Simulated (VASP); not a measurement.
## AlN: single point with LDA

Crystal: AlN.

```xyz
4
Lattice="3.0713 0.0000 0.0000 -1.5356 2.6598 0.0000 0.0000 0.0000 4.9085" Properties=species:S:1:pos:R:3 pbc="T T T"
Al    0.0000    1.7732   -0.0058
Al    1.5356    0.8866    2.4484
N     0.0000    1.7732    1.8711
N     1.5356    0.8866    4.3253
```

```json
{"Program": "VASP 6.6.1", "Task": "single point", "Functional": "LDA", "Potentials or basis": "VASP PAW LDA potentials, release 64 (Al, N)", "Cutoff": "520 eV", "k mesh": "8 × 8 × 4", "Occupations": "gaussian, width 0.01 eV", "Spin": "no spin polarisation", "Dipole correction": "no", "Further INCAR settings": "ALGO = Normal; EDIFF = 1e-07; NBANDS = 16"}
```

```yaml
Pressure: 4.7 GPa
Band_gap_on_the_k_mesh: 4.58 eV, direct
```

Levels at points of the mesh, in eV from the valence-band top:
| k point | band 4 | band 5 | band 6 | band 7 | band 8 | band 9 | band 10 | band 11 | band 12 | band 13 |
| --- | --- | --- | --- | --- | --- | --- | --- | --- | --- | --- |
| (0.00, 0.00, 0.00) | -0.92 | -0.92 | -0.25 | -0.25 | 0.00 | 4.58 | 6.87 | 10.81 | 11.20 | 11.20 |
| (0.50, 0.00, 0.00) | -4.31 | -3.49 | -2.19 | -1.88 | -0.73 | 5.76 | 5.77 | 8.42 | 10.42 | 10.94 |
| (0.00, 0.00, 0.50) | -3.40 | -0.59 | -0.59 | -0.59 | -0.59 | 6.75 | 6.75 | 10.47 | 10.47 | 11.53 |
| (0.50, 0.00, 0.50) | -5.84 | -1.54 | -1.54 | -1.42 | -1.42 | 5.32 | 5.32 | 9.31 | 9.31 | 12.12 |

Wall time 6.1 s on 1 thread of Intel(R) Xeon(R) 6975P-C (Granite Rapids) (shared host), peak memory 0.14 GiB.

A k mesh can miss the band edges. LDA gaps usually lie below the measured ones, often by a third to a half.
